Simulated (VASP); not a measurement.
# SiC20 in VASP: further runs, part 2 of 2

VASP 6.6.1. The steps go on from the part before.

## (3) Single point, LDA

INCAR

```
PREC     = Accurate       # precision mode
ENCUT    = 520            # plane-wave cutoff, eV
EDIFF    = 1E-6           # SCF threshold, eV
ISMEAR   = 0              # smearing method
SIGMA    = 0.1            # smearing width, eV
LREAL    = Auto         
LASPH    = True           # aspherical terms in the spheres
NELM     = 60             # most SCF steps
ALGO     = Normal         # electronic algorithm
ISIF     = 2              # what is computed and relaxed
LWAVE    = False          # write WAVECAR
LCHARG   = False          # write CHGCAR
LDIPOL   = True         
IDIPOL   = 3            
DIPOL    = 0.5 0.5 0.320
GGA      = CA             # functional
NBANDS   = 58             # bands
```

KPOINTS

```
Automatic mesh
0
Gamma
  6 4 1
```

POSCAR

```
SiC20
1.0
    4.8886397374      0.0000000000      0.0000000000
    0.0000000000      6.7320639185      0.0000000000
    0.0000000000      0.0000000000     19.8779297502
C Si
20 1
Direct
    0.1873445658      0.7499862731      0.2012281988
    0.6873445658      0.7499862731      0.2012281988
    0.3122616418      0.2500137269      0.2189744258
    0.8122616418      0.2500137269      0.2189744258
    0.0622461176      0.2500137269      0.2544882356
    0.5622461176      0.2500137269      0.2544882356
    0.1871631936      0.7499862731      0.2722344626
    0.6871631936      0.7499862731      0.2722344626
    0.4371476695      0.7499862731      0.3077482725
    0.9371476696      0.7499862731      0.3077482725
    0.0327331600      0.2593588811      0.3267972099
    0.5327331600      0.2593588811      0.3267972099
    0.2778387656      0.2880713332      0.3614247234
    0.7778387656      0.2880713332      0.3614247234
    0.4611295625      0.6809589459      0.3746072660
    0.9611295625      0.6809589459      0.3746072660
    0.2151187046      0.6005973959      0.3990088605
    0.7151187046      0.6005973959      0.3990088605
    0.2458331930      0.4038298762      0.4214689284
    0.7458331930      0.4038298762      0.4214689284
    0.4958331930      1.1538298762      0.4465888332
```

Potentials or basis: VASP PAW LDA potentials, release 64 (C, Si).

Command:

```sh
$ cat potpaw_LDA.64/C/POTCAR potpaw_LDA.64/Si/POTCAR > POTCAR
$ mpirun -np 1 vasp_std > vasp.out
```

OUTCAR:

```text
PREC = Accurate
   ENCUT = 520
   EDIFF = 1E-6
   ISMEAR = 0
   LREAL = Auto
   LASPH = True
   NELM = 60
   ISIF = 2
   GGA = CA

 ion  position               nearest neighbor table
   1  0.187  0.750  0.201-   7 1.41
   2  0.687  0.750  0.201-   8 1.41
   3  0.312  0.250  0.219-   6 1.41   5 1.41
   4  0.812  0.250  0.219-   5 1.41   6 1.41
   5  0.062  0.250  0.254-   4 1.41   3 1.41  11 1.45
   6  0.562  0.250  0.254-   3 1.41   4 1.41  12 1.45
   7  0.187  0.750  0.272-   9 1.41   1 1.41  10 1.41
   8  0.687  0.750  0.272-  10 1.41   2 1.41   9 1.41
[... 1045 lines left out ...]
  in kB      -25.8763990     -0.1479210      5.5476864     17.6340048      5.5640755      1.8892954
  external PRESSURE =      -6.8255445 kB  Pullay stress =       0.0000000 kB

 VOLUME and BASIS-vectors are now :
 -----------------------------------------------------------------------------
  energy-cutoff  :      520.00
  volume of cell :      654.20
      direct lattice vectors                 reciprocal lattice vectors
     4.888639737  0.000000000  0.000000000     0.204555879  0.000000000  0.000000000
     0.000000000  6.732063918  0.000000000     0.000000000  0.148542856  0.000000000
     0.000000000  0.000000000 19.877929750     0.000000000  0.000000000  0.050307050

 POSITION                                       TOTAL-FORCE (eV/Angst)
 -----------------------------------------------------------------------------------
      0.91586      5.04896      4.00000         0.141852     -0.088762      1.171029
      3.36018      5.04896      4.00000         0.091791     -0.080492      1.173075
      1.52653      1.68311      4.35276         0.044523      0.269021      1.914127
      3.97085      1.68311      4.35276        -0.348644      0.163860      1.814960
      0.30430      1.68311      5.05870        -0.967337     -0.511823     -2.046264
      2.74862      1.68311      5.05870        -1.221345     -0.833223     -1.959461
[... 13 lines left out ...]
      3.64611      2.71861      8.37793         0.070454     -1.175001      1.820796
      2.42395      1.03559      8.87726        -0.376654      2.478649      0.010247
 -----------------------------------------------------------------------------------
    total drift:                               -0.024083      0.007994      0.047169

  FREE ENERGIE OF THE ION-ELECTRON SYSTEM (eV)
  ---------------------------------------------------
  free  energy   TOTEN  =      -180.0139785438 eV

  energy  without entropy=     -179.9557774948  energy(sigma->0) =     -179.98487802

 vacuum level on the upper side and lower side of the slab         1.505         4.853
```

OSZICAR:

```text
N       E                     dE             d eps       ncg     rms          rms(c)
DAV:   1     0.680091578887E+03    0.68009E+03   -0.33334E+04  1624   0.114E+03
DAV:   2    -0.767358562172E+02   -0.75683E+03   -0.72389E+03  2342   0.272E+02
DAV:   3    -0.190217809267E+03   -0.11348E+03   -0.11184E+03  1902   0.109E+02
[... 23 lines left out ...]
DAV:  27    -0.180013971024E+03   -0.56881E-05   -0.21988E-07  1408   0.114E-03    0.384E-04
DAV:  28    -0.180013973862E+03   -0.28381E-05   -0.81244E-08  1220   0.711E-04    0.288E-04
DAV:  29    -0.180013976743E+03   -0.28805E-05   -0.97793E-08  1250   0.619E-04    0.208E-04
DAV:  30    -0.180013978162E+03   -0.14193E-05   -0.35534E-08  1200   0.398E-04    0.147E-04
DAV:  31    -0.180013978544E+03   -0.38196E-06   -0.10586E-08  1168   0.240E-04
   1 F= -.18001398E+03 E0= -.17998488E+03  d E =-.582010E-01
```

stdout:

```text
POSCAR found type information on POSCAR C Si
 POSCAR found :  2 types and      21 ions
 scaLAPACK will be used
 LDA part: xc-table for (Slater(with rela. corr.)+CA(PZ))
 , standard interpolation
 POSCAR, INCAR and KPOINTS ok, starting setup
 FFT: planning ... GRIDC
 FFT: planning ... GRID_SOFT
 FFT: planning ... GRID
 WAVECAR not read
 entering main loop
```

It took 34 min on 1 thread of AMD EPYC 7R13, shared host; peak memory 0.6 GiB.

Results:

```yaml
Free_energy: -180.0140 eV
Largest_force: 2.507 eV/Å
Band_gap_on_the_k_mesh: zero (bands 42 and 43 overlap by 0.12 eV)
```

Forces in eV/Å, atoms in the order of the input:
```
C    0.142 -0.089  1.171
C    0.092 -0.080  1.173
C    0.045  0.269  1.914
C   -0.349  0.164  1.815
C   -0.967 -0.512 -2.046
C   -1.221 -0.833 -1.959
C    0.031  1.026 -1.922
C    0.108  1.090 -1.926
C    1.082 -0.413  0.566
C    1.074 -0.429  0.267
C   -0.435 -0.240 -0.279
C    0.273  0.431 -0.844
C    0.184 -1.396 -1.110
C    1.333 -0.800 -1.486
C   -0.130 -0.036 -0.142
C   -0.007 -0.470  0.149
C    0.060  1.028  0.346
C   -0.328  0.711  0.303
C   -0.680 -0.725  2.180
C    0.070 -1.175  1.821
Si  -0.377  2.479  0.010
```

Levels at points of the mesh, in eV from the Fermi level:
| k point | band 38 | band 39 | band 40 | band 41 | band 42 | band 43 | band 44 | band 45 | band 46 | band 47 |
| --- | --- | --- | --- | --- | --- | --- | --- | --- | --- | --- |
| (0.00, 0.00, 0.00) | -1.48 | -1.26 | -0.66 | -0.50 | -0.19 | 0.12 | 0.26 | 0.34 | 0.94 | 1.33 |
| (0.50, 0.00, 0.00) | -1.94 | -1.88 | -0.59 | -0.36 | 0.06 | 0.19 | 0.66 | 0.98 | 1.56 | 1.90 |
| (0.00, 0.50, 0.00) | -1.61 | -1.26 | -0.69 | -0.53 | -0.34 | -0.06 | 0.27 | 0.52 | 0.93 | 1.11 |
| (0.50, 0.50, 0.00) | -1.87 | -1.76 | -0.48 | -0.22 | 0.02 | 0.15 | 0.73 | 1.05 | 1.49 | 1.68 |

## (4) Single point, LDA

INCAR

```
PREC = Accurate
ENCUT = 520
EDIFF = 1E-6
ISMEAR = 0
SIGMA = 0.1
LREAL = Auto
LASPH = True
NELM = 60
ALGO = Normal
ISIF = 2
LWAVE = False
LCHARG = True
LDIPOL = True
IDIPOL = 3
DIPOL = 0.5 0.5 0.319
GGA = CA
LELF = True
LVHAR = True
LVACPOTAV = True
NBANDS = 58
```

KPOINTS

```
regular mesh
0
Gamma
  6 4 1
```

Changes to POSCAR since step 3:

```diff
@@ -28,2 +28,2 @@
     0.7458331930      0.4038298762      0.4214689284
-    0.4958331930      1.1538298762      0.4465888332
+    0.6208331930      0.9038298762      0.4296691047
```

Potentials or basis: VASP PAW LDA potentials, release 64 (C, Si).

Command:

```sh
$ cat potpaw_LDA.64/C/POTCAR potpaw_LDA.64/Si/POTCAR > POTCAR
$ mpirun -np 1 vasp_std > vasp.out
```

OUTCAR:

```text
PREC = Accurate
   ENCUT = 520
   EDIFF = 1E-6
   ISMEAR = 0
   LREAL = Auto
   LASPH = True
   NELM = 60
   ISIF = 2
   GGA = CA

 ion  position               nearest neighbor table
   1  0.187  0.750  0.201-   7 1.41
   2  0.687  0.750  0.201-   8 1.41
   3  0.312  0.250  0.219-   6 1.41   5 1.41
   4  0.812  0.250  0.219-   5 1.41   6 1.41
   5  0.062  0.250  0.254-   4 1.41   3 1.41  11 1.45
   6  0.562  0.250  0.254-   3 1.41   4 1.41  12 1.45
   7  0.187  0.750  0.272-   9 1.41   1 1.41  10 1.41
   8  0.687  0.750  0.272-  10 1.41   2 1.41   9 1.41
   9  0.437  0.750  0.308-   7 1.41   8 1.41  15 1.41
  10  0.937  0.750  0.308-   8 1.41   7 1.41  16 1.41
  11  0.033  0.259  0.327-  13 1.40  14 1.44   5 1.45
  12  0.533  0.259  0.327-  14 1.40  13 1.44   6 1.45
  13  0.278  0.288  0.361-  11 1.40  19 1.43  12 1.44
  14  0.778  0.288  0.361-  12 1.40  20 1.43  11 1.44
  15  0.461  0.681  0.375-  17 1.41   9 1.41  18 1.44  21 2.01
  16  0.961  0.681  0.375-  18 1.41  10 1.41  17 1.44  21 2.49
  17  0.215  0.601  0.399-  15 1.41  19 1.41  16 1.44
  18  0.715  0.601  0.399-  16 1.41  20 1.41  15 1.44  21 2.18
[... 229 lines left out ...]
      1     -22.9229      2.00000
      2     -21.4614      2.00000
      3     -20.2970      2.00000
      4     -18.9798      2.00000
      5     -18.8032      2.00000
      6     -18.3303      2.00000
[... 787 lines left out ...]
     53       0.6276      0.00000
     54       1.2522      0.00000
 [bands above 54 left out]

------------------------ aborting loop because EDIFF is reached ----------------------------------------

  FORCE on cell =-STRESS in cart. coord.  units (eV):
  Direction    XX          YY          ZZ          XY          YZ          ZX
  --------------------------------------------------------------------------------------
  -------------------------------------------------------------------------------------
  Total       -8.9607599      2.1673281     -1.9045077      8.1859176     -1.1682501      2.2102440
  in kB      -21.9456278      5.3079623     -4.6642938     20.0479760     -2.8611392      5.4130667
  external PRESSURE =      -7.1006531 kB  Pullay stress =       0.0000000 kB

 VOLUME and BASIS-vectors are now :
 -----------------------------------------------------------------------------
  energy-cutoff  :      520.00
  volume of cell :      654.20
      direct lattice vectors                 reciprocal lattice vectors
     4.888639737  0.000000000  0.000000000     0.204555879  0.000000000  0.000000000
     0.000000000  6.732063918  0.000000000     0.000000000  0.148542856  0.000000000
     0.000000000  0.000000000 19.877929750     0.000000000  0.000000000  0.050307050

 POSITION                                       TOTAL-FORCE (eV/Angst)
 -----------------------------------------------------------------------------------
      0.91586      5.04896      4.00000         0.179631     -0.203868      1.137823
      3.36018      5.04896      4.00000         0.080312      0.000847      1.561547
      1.52653      1.68311      4.35276        -0.260605     -0.054282      2.150184
      3.97085      1.68311      4.35276        -0.178320      0.016888      2.139958
      0.30430      1.68311      5.05870        -1.062921     -0.400406     -2.216281
      2.74862      1.68311      5.05870        -0.956379     -0.290192     -2.371871
[... 13 lines left out ...]
      3.64611      2.71861      8.37793         0.017422     -0.730239     -0.162878
      3.03503      6.08464      8.54093         0.231976     -0.370866     -0.001227
 -----------------------------------------------------------------------------------
    total drift:                               -0.025774      0.005800      0.048220

  FREE ENERGIE OF THE ION-ELECTRON SYSTEM (eV)
  ---------------------------------------------------
  free  energy   TOTEN  =      -178.6620272508 eV

  energy  without entropy=     -178.5967534809  energy(sigma->0) =     -178.62939037

 vacuum level on the upper side and lower side of the slab         1.973         4.557
```

OSZICAR:

```text
N       E                     dE             d eps       ncg     rms          rms(c)
DAV:   1     0.680422259874E+03    0.68042E+03   -0.33323E+04  1624   0.114E+03
DAV:   2    -0.746182651642E+02   -0.75504E+03   -0.71974E+03  2318   0.272E+02
DAV:   3    -0.189314154501E+03   -0.11470E+03   -0.11295E+03  1864   0.110E+02
[... 23 lines left out ...]
DAV:  27    -0.178662020935E+03   -0.43987E-05   -0.14480E-07  1284   0.931E-04    0.333E-04
DAV:  28    -0.178662024550E+03   -0.36144E-05   -0.12857E-07  1192   0.674E-04    0.522E-04
DAV:  29    -0.178662025724E+03   -0.11747E-05   -0.51488E-08  1166   0.440E-04    0.158E-04
DAV:  30    -0.178662026830E+03   -0.11058E-05   -0.28731E-08  1106   0.331E-04    0.153E-04
DAV:  31    -0.178662027251E+03   -0.42062E-06   -0.10799E-08  1134   0.221E-04
   1 F= -.17866203E+03 E0= -.17862939E+03  d E =-.652738E-01
```

stdout:

```text
POSCAR found type information on POSCAR C Si
 POSCAR found :  2 types and      21 ions
 scaLAPACK will be used
 LDA part: xc-table for (Slater(with rela. corr.)+CA(PZ))
 , standard interpolation
 POSCAR, INCAR and KPOINTS ok, starting setup
 FFT: planning ... GRIDC
 FFT: planning ... GRID_SOFT
 FFT: planning ... GRID
 WAVECAR not read
 entering main loop
 -----------------------------------------------------------------------------
|                                                                             |
|           W    W    AA    RRRRR   N    N  II  N    N   GGGG   !!!           |
|           W    W   A  A   R    R  NN   N  II  NN   N  G    G  !!!           |
|           W    W  A    A  R    R  N N  N  II  N N  N  G       !!!           |
|           W WW W  AAAAAA  RRRRR   N  N N  II  N  N N  G  GGG   !            |
|           WW  WW  A    A  R   R   N   NN  II  N   NN  G    G                |
|           W    W  A    A  R    R  N    N  II  N    N   GGGG   !!!           |
|                                                                             |
|     Did not find any points to average over, which means that no vacuum     |
|     field-free region was found. Please increase the size of  your cell     |
|     in the dimension of the dipole correction to obtain accurate            |
|     workfunction values.                                                    |
|                                                                             |
 -----------------------------------------------------------------------------
```

Wall time 38 min (1 thread of AMD EPYC 7R13, shared host); peak memory 0.6 GiB.

What came out:

```yaml
Free_energy: -178.6620 eV
Largest_force: 2.649 eV/Å
Band_gap_on_the_k_mesh: zero (bands 42 and 43 overlap by 0.28 eV)
```

Forces on the atoms (eV/Å):
```
C    0.180 -0.204  1.138
C    0.080  0.001  1.562
C   -0.261 -0.054  2.150
C   -0.178  0.017  2.140
C   -1.063 -0.400 -2.216
C   -0.956 -0.290 -2.372
C    0.147  1.358 -1.787
C    0.138  0.976 -2.458
C    0.842 -0.648 -0.623
C    1.216 -0.495  0.352
C    0.003  0.050  0.195
C   -0.395  0.121  0.204
C    0.197 -0.601 -0.312
C    0.419 -0.508  0.037
C   -0.211  0.621 -0.487
C    0.171  0.474 -0.387
C   -0.560 -0.262  1.167
C   -0.021  0.431  1.995
C    0.002  0.515 -0.132
C    0.017 -0.730 -0.163
Si   0.232 -0.371 -0.001
```

## (5) The runs side by side

```csv
cell,gap on the mesh (eV),largest force (eV/Å)
"as given, atomic positions A",none,3.08
"as given, atomic positions B",none,2.51
"as given, atomic positions C",none,2.65
```

Alike in all rows: task single point; level LDA; potentials or basis VASP PAW LDA potentials, release 64 (C, Si); no spin polarisation; k mesh 6 × 4 × 1; cutoff (eV) 520; smearing gaussian 0.1 eV.

Absolute energies hang on the potentials; compare differences alone.
